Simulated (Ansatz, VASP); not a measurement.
Hg: VASP beside Ansatz

INCAR

```
  PREC = Accurate
  ENCUT = 520
  EDIFF = 1E-6
  ISMEAR = 0
  SIGMA = 0.15
  LREAL = False
  LASPH = True
  NELM = 60
  ALGO = Fast
  ISIF = 2
  LWAVE = False
  LCHARG = False
  GGA = PS
  NBANDS = 12
```

KPOINTS

```
regular mesh
0
Gamma
  20 20 20
```

File POSCAR:

```
Hg
1.0
    0.0000000000      2.2508747866      2.7010497439
    2.2508747866      0.0000000000      2.7010497439
    2.2508747866      2.2508747866      0.0000000000
Hg
1
Direct
    0.0000000000      0.0000000000      0.0000000000
```

Input for Ansatz:

```yaml
crystal:
  lattice:
    - [0.0, 2.2508747866, 2.7010497439]
    - [2.2508747866, 0.0, 2.7010497439]
    - [2.2508747866, 2.2508747866, 0.0]
  atoms:
    - { symbol: Hg, position: [0.0, 0.0, 0.0] }
basis:
  ecutwfc: 420
kpoints:
  mp_grid: { grid: [20, 20, 20] }
hamiltonian:
  xc: pbesol
scf:
  occupations: { method: gaussian, width: 0.15 }
output:
  forces: true
  stress: true
  eigenvalues: true
```

Alike in both runs: task single point; functional PBEsol; k mesh 20 × 20 × 20; occupations gaussian, width 0.15 eV; no spin polarisation.

|  | VASP | Ansatz |
| --- | --- | --- |
| version | VASP 6.6.1 | Ansatz 0.2.0 |
| potentials or method | VASP PAW PBE potentials, release 64 (Hg), cutoff 520 eV | scalar-relativistic, plane waves, PAW |
| valence electrons in the cell | 12 | 20 |

Ansatz gave:

| Property | Result |
| --- | --- |
| gap on the k mesh at the Fermi level (eV) | none |
| pressure (GPa) | -3.1 |
| traceless stress, the component that is largest in VASP (GPa) | 0.50 |

**Question.** Which values does VASP return?

**Answer.** gap on the k mesh at the Fermi level (eV): none; pressure (GPa): -3.0; traceless stress, the component that is largest in VASP (GPa): 0.43.

VASP's potentials were made for PBE, not for PBEsol. A gap of «none» marks a metal or a gap that the smearing closes. VASP's potentials hold 12 valence electrons a cell and Ansatz's 20, so a difference there can come from the potentials and not from the codes.

Neither program's run includes spin-orbit coupling.
